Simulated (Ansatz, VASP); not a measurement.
# Two plane-wave programs on P

```
P
1.0
     3.21700    0.00000    0.00000
    -1.60850    2.78600    0.00000
     0.00000    0.00000   28.00000
P
2
Direct
  0.33333 0.66667 0.51873
  0.66667 0.33333 0.48127
```

Alike in both runs: task single point; functional r2SCAN; k mesh 9 × 9 × 1; occupations gaussian, width 0.02 eV; no spin polarisation.

```csv
,VASP,Ansatz
version,VASP 6.6.1,Ansatz 0.2.0
potentials or method,"VASP PAW PBE potentials, release 64 (P), cutoff 520 eV","scalar-relativistic, plane waves, PAW"
valence electrons in the cell,10,10
```

Ansatz gave:

| Property | Result |
| --- | --- |
| gap on the k mesh at the Fermi level (eV) | 1.10 |
| least direct gap on the mesh (eV) | 1.68 |
| rms of the force components (eV/Å) | 1.983 |

Problem. Estimate VASP's values.

Solution. gap on the k mesh at the Fermi level (eV): 1.17; least direct gap on the mesh (eV): 1.74; rms of the force components (eV/Å): 1.879.

VASP's potentials were made for PBE, not for r2SCAN. Atom by atom the forces differ by 0.104 eV/Å (rms over components).
